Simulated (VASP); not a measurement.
Ti2C: single point with PBEsol

Crystal: Ti2C.

```
CELL_PARAMETERS angstrom
1.52640 0.88127 4.77257
-1.52640 0.88127 4.77257
0.00000 -1.76253 4.77257
ATOMIC_POSITIONS crystal
Ti 0.24582 0.24582 0.24582
Ti 0.75418 0.75418 0.75418
C 0.50000 0.50000 0.50000
```

```
Program                : VASP 6.6.1
Task                   : single point
Functional             : PBEsol
Potentials or basis    : VASP PAW PBE potentials, release 64 (Ti_sv, C)
Cutoff                 : 520 eV
k mesh                 : 15 × 15 × 15
Occupations            : gaussian, width 0.1 eV
Spin                   : no spin polarisation
Dipole correction      : no
Further INCAR settings : ALGO = Normal; EDIFF = 1e-06; NBANDS = 21
```

| Item | Value |
| --- | --- |
| Pressure | 0.1 GPa |
| Largest force | 0.025 eV/Å |
| Band gap on the k mesh | zero (band 14 reaches 9.17 eV, above the bottom of band 15 at 8.25 eV) |

Forces in eV/Å, atoms in the order of the input:
```
Ti   0.000  0.000  0.025
Ti   0.000  0.000 -0.025
C    0.000  0.000  0.000
```

Levels at points of the mesh, in eV from the Fermi level:
```csv
k point,band 11,band 12,band 13,band 14,band 15,band 16,band 17,band 18
"(0.00, 0.00, 0.00)",-2.58,-2.58,-2.00,0.49,0.49,1.01,1.99,1.99
```

Run time: 4.5 min on 1 thread of Intel(R) Xeon(R) Platinum 8559C (Emerald Rapids), with other jobs on the host, peak memory 0.42 GiB.

Caveat: the PAW data sets were made with another functional, which shifts forces and pressure a little.
